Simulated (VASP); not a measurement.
Runs of VASP 6.6.1 on ZrHPb3. The structure is that of space group Pm-3m (No. 221), or close to it. The cells are those of the table. 

```csv
task,cell,k mesh,cutoff (eV),gap on the mesh (eV),pressure (GPa),relaxed volume (Å³/atom)
single point,"a = 4.867 Å, 5 atoms",4 × 4 × 4,520,none,0.0,-
relaxation of cell and atoms,"relaxed from a = 4.867 Å, 5 atoms",8 × 8 × 8,600,none,0.0,22.96
single point,"a = 4.861 Å, 5 atoms",8 × 8 × 8,520,none,-0.1,-
single point,"a = 4.738 Å, 5 atoms",4 × 4 × 4,520,none,5.2,-
relaxation of cell and atoms,"relaxed from a = 4.738 Å, 5 atoms",4 × 4 × 4,600,none,0.0,(a)
```

Alike in all rows: level PBE; potentials or basis VASP PAW PBE potentials, release 64 (Zr_sv, H, Pb_d); no spin polarisation; smearing gaussian 0.1 eV.

Problem. Fill in the values left out.

Solution. (a) 23.07.

Caveats: spin-orbit coupling is left out, which moves the levels of the heavy elements.

A k mesh can miss the band edges, and the runs leave out spin-orbit coupling on Pb, Zr.

A gap of «none» marks levels without a gap at the run's occupations.
